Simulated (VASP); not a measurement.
Wanted: the native input for a VASP 6.6.1 run.

```yaml
Task: electric field gradients
Functional: LDA
Potentials_or_basis: VASP PAW LDA potentials, release 64 (K_sv, Cl)
Cutoff: 520 eV
k_mesh: 7 × 7 × 7
Occupations: fermi-dirac, width 0.03 eV
Spin: no spin polarisation
Dipole_correction: no
Further_INCAR_settings: ALGO = Normal; EDIFF = 1e-08; NBANDS = 15
```

The structure of KCl lies in POSCAR:

```
KCl
1.0
    0.0000000000      3.2180000288      3.2180000288
    3.2180000288      0.0000000000      3.2180000288
    3.2180000288      3.2180000288      0.0000000000
K Cl
1 1
Direct
    0.0000000000      0.0000000000      0.0000000000
    0.5000000000      0.5000000000      0.5000000000
```

This cell differs from its parent crystal: volume scaled by 1.06.

One way to write it, as run:

INCAR

```
SYSTEM = KCl
PREC = Accurate
ENCUT = 520
EDIFF = 1E-8
ISMEAR = -1
SIGMA = 0.03
LREAL = .FALSE.
LASPH = .TRUE.
NELM = 100
ALGO = Normal
ISIF = 2
LWAVE = .FALSE.
LCHARG = .FALSE.
LEFG = .TRUE.
NBANDS = 15
```

KPOINTS

```
regular mesh
0
G
  7 7 7
  0 0 0
```

Potentials or basis: VASP PAW LDA potentials, release 64 (K_sv, Cl).

Launch:

```bash
$ cat potpaw_LDA.64/K_sv/POTCAR potpaw_LDA.64/Cl/POTCAR > POTCAR
$ mpirun -np 1 vasp_std > vasp.out
```

It gave:

```
Pressure               : -2.7 GPa
Band gap on the k mesh : 4.54 eV, direct
```

Caveat: without QUAD_EFG the Cq values of the log hold for a quadrupole moment of 1 mb, not for the nuclei.

It took 14 s on 1 thread of Intel(R) Xeon(R) Platinum 8375C CPU @ 2.90GHz (Ice Lake), with other jobs on the host, peak memory 0.17 GiB.
